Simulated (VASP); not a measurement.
A run of VASP 6.6.1 is set up as follows.

File INCAR:

```
SYSTEM = Cr
  ALGO = Normal
  EDIFF = 1E-6
  ENCUT = 520
  GGA = CA
  ISIF = 2
  ISMEAR = -1
  LASPH = .True.
  LCHARG = .False.
  LREAL = .False.
  LWAVE = .False.
  NBANDS = 32
  NELM = 100
  PREC = Accurate
  SIGMA = 0.03
```

File KPOINTS:

```
k-points
0
Gamma
  11 11 3
  0 0 0
```

POSCAR

```
Cr
1.0
    2.7140000000      0.0000000000      0.0000000000
    1.3570000000      2.3503929459      0.0000000000
    0.0000000000      0.0000000000      8.8200000000
Cr
4
Direct
    0.6666666666      0.6666666667      0.1250000000
    0.6666666666      0.6666666667      0.6250000000
    0.3333333334      0.3333333333      0.3750000000
    0.3333333334      0.3333333333      0.8750000000
```

Potentials or basis: VASP PAW LDA potentials, release 64 (Cr_pv).

Launch:

```sh
$ cat potpaw_LDA.64/Cr_pv/POTCAR > POTCAR
$ mpirun -np 1 vasp_std > vasp.out
```

(1) Predict the pressure.

(2) Predict the band gap on the k mesh.

## Answers

(1) -39.2 GPa.

(2) zero (band 24 reaches 8.66 eV, above the bottom of band 25 at 7.74 eV).

Caveat: the run has no spin polarisation, though such a crystal can be magnetic.
